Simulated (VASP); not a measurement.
Crystal: Ge.

```
Ge
1.0
     2.74915    0.00000    0.00000
     0.00000    2.74915    0.00000
     0.00000    0.00000    2.74915
Ge
1
Cartesian
  0.0000 0.0000 0.0000
```

```yaml
Program: VASP 6.6.1
Task: relaxation of cell and atoms
Functional: LDA
Potentials_or_basis: VASP PAW LDA potentials, release 64 (Ge_d)
Cutoff: 600 eV
k_mesh: 11 × 11 × 11
Occupations: fermi-dirac, width 0.1 eV
Spin: no spin polarisation
```

At the start: pressure -7.1 GPa; volume 20.78 Å³/atom.

**Question.** Where does the relaxation end?

**Answer.** Over 3 steps the energy falls by 53.7 meV/atom and the volume is 18.57 Å³/atom (-10.6 %); space group Pm-3m (No. 221, to 0.05 Å).

The path:
| step | energy change (eV) | largest force (eV/Å) | pressure (GPa) | volume (Å³) |
| --- | --- | --- | --- | --- |
| 1 | 0.0000 | 0.0000 | -7.09 | 20.78 |
| 2 | -0.0510 | 0.0000 | 2.02 | 18.13 |
| 3 | -0.0537 | 0.0000 | 0.07 | 18.57 |

Final structure:
```cif
data_structure
_symmetry_space_group_name_H-M 'P 1'
_symmetry_Int_Tables_number 1
_cell_length_a 2.6480
_cell_length_b 2.6480
_cell_length_c 2.6480
_cell_angle_alpha 90.000
_cell_angle_beta 90.000
_cell_angle_gamma 90.000
_cell_volume 18.57
loop_
_atom_site_label
_atom_site_type_symbol
_atom_site_fract_x
_atom_site_fract_y
_atom_site_fract_z
_atom_site_occupancy
Ge1 Ge 0.00000 0.00000 0.00000 1
```
